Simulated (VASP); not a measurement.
Pd, 1 atom in the cell. The structure is tetragonal, space group I4/mmm (No. 139). The conventional cell has a = 2.613 Å, b = 2.613 Å, c = 4.084 Å, α = 90.00°, β = 90.00°, γ = 90.00°. Within 3.4 Å of Pd (site symmetry 4/mmm) lie 12 Pd at 2.61 to 2.75 Å.  This cell differs from its parent crystal: strain -0.050 along x and y, +0.050 along z.

```yaml
Program: VASP 6.6.1
Task: single point
Functional: PBE
Potentials_or_basis: VASP PAW PBE potentials, release 64 (Pd)
Cutoff: 520 eV
k_mesh: 20 × 20 × 20
Occupations: gaussian, width 0.15 eV
Spin: no spin polarisation
Dipole_correction: no
Further_INCAR_settings: ALGO = Normal; EDIFF = 1e-07; NBANDS = 11
```

Potentials or basis: VASP PAW PBE potentials, release 64 (Pd).

Launch:

```console
$ cat potpaw_PBE.64/Pd/POTCAR > POTCAR
$ mpirun -np 1 vasp_std > vasp.out
```

Hardware: 1 thread of Intel(R) Xeon(R) 6975P-C (Granite Rapids), with other jobs on the host.

Q: How long does it take, and how much memory?

A: Run time: 33 s on 1 thread of Intel(R) Xeon(R) 6975P-C (Granite Rapids), on a shared host, peak memory 0.21 GiB. Counts: scf iterations 13, k points 641.
